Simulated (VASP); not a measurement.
The system is SnTe3.

```
Sn Te
1.0
     0.00000    3.86122    3.86122
     3.86122    0.00000    3.86122
     3.86122    3.86122    0.00000
Sn Te
1 3
Direct
  0.00000 0.00000 0.00000
  0.25000 0.25000 0.25000
  0.75000 0.75000 0.75000
  0.50000 0.50000 0.50000
```

Base run:

| Item | Value |
| --- | --- |
| Program | VASP 6.6.1 |
| Functional | revPBE |
| Potentials or basis | VASP PAW PBE potentials, release 64 (Sn_d, Te) |
| Cutoff | 520 eV |
| k mesh | 4 × 4 × 4 |
| Occupations | fermi-dirac, width 0.05 eV |
| Spin | no spin polarisation |

Its results: band gap on the k mesh zero (band 16 reaches 8.17 eV, above the bottom of band 17 at 5.96 eV); pressure 1.3 GPa.

Problem. The run is repeated on the same cell with these changes: functional from revPBE to r2SCAN. What comes out?

Solution. Band gap on the k mesh zero (band 16 reaches 8.04 eV, above the bottom of band 17 at 5.69 eV); pressure 0.4 GPa.

Caveats: the PAW data sets were made with another functional, which shifts forces and pressure a little; spin-orbit coupling is left out, which moves the levels of the heavy elements.
